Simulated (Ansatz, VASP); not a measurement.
# Nb: VASP beside Ansatz

```
Nb
1.0
    -3.62957    3.63364    1.42431
     3.63364   -3.62957    1.42431
     1.98605    1.98605   -1.41684
Nb
2
Cartesian
  5.6188 -1.6426 0.0075
  -0.8199 2.8100 0.7159
```

Alike in both runs: task single point; functional r2SCAN; k mesh 15 × 15 × 13; occupations fermi-dirac, width 0.1 eV; no spin polarisation.

|  | VASP | Ansatz |
| --- | --- | --- |
| version | VASP 6.6.1 | Ansatz 0.2.0 |
| potentials or method | VASP PAW PBE potentials, release 64 (Nb_sv), cutoff 520 eV | plane waves (500 eV) with PAW, scalar-relativistic |
| valence electrons in the cell | 26 | 26 |

|  | VASP | Ansatz | Ansatz less VASP |
| --- | --- | --- | --- |
| pressure (GPa) | -15.7 | -15.5 | +0.18 |
| traceless stress, the component that is largest in VASP (GPa) | -0.31 | -0.30 | +0.016 |

VASP's potentials were made for PBE, not for r2SCAN. The functional is the same, so the differences come from potentials, cutoffs and numerics.
